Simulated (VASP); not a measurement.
Write the native input for VASP 6.6.1 that does the following.

```
Task                   : single point
Functional             : PBEsol
Potentials or basis    : VASP PAW PBE potentials, release 64 (Ta_pv, N)
Cutoff                 : 520 eV
k mesh                 : 14 × 14 × 14
Occupations            : gaussian, width 0.15 eV
Spin                   : no spin polarisation
Dipole correction      : no
Further INCAR settings : ALGO = Normal; EDIFF = 1e-06; NBANDS = 15
```

The structure of TaN lies in POSCAR:

```
TaN
1.0
    0.0001314539      2.1878758409      2.1878947588
    2.1878286905      0.0001720876      2.1878554993
    2.1880830792      2.1880836363     -0.0000719929
Ta N
1 1
Direct
    0.4999931505      0.4999976074      0.5000063372
    0.0000068495      0.0000023926     -0.0000063372
```

These files were run (other wordings do the same):

INCAR

```
PREC = Accurate ; ENCUT = 520
EDIFF = 1E-6 ; ISMEAR = 0
SIGMA = 0.15 ; LREAL = F
LASPH = T ; NELM = 100
ALGO = Normal ; ISIF = 2
LWAVE = F ; LCHARG = F
GGA = PS ; NBANDS = 15
```

KPOINTS

```
Automatic mesh
0
Gamma
  14 14 14
```

Potentials or basis: VASP PAW PBE potentials, release 64 (Ta_pv, N).

Run with:

```sh
$ cat potpaw_PBE.64/Ta_pv/POTCAR potpaw_PBE.64/N/POTCAR > POTCAR
$ mpirun -np 1 vasp_std > vasp.out
```

Results of the run:

The pressure is 1.0 GPa and the band gap on the k mesh is zero (bands 8 and 9 overlap by 4.12 eV).

Caveat: the PAW data sets were made with another functional, which shifts forces and pressure a little; spin-orbit coupling is left out, which moves the levels of the heavy elements.

Run time: 9.5 min on 1 thread of AMD EPYC 7R13 (shared host), peak memory 0.49 GiB.
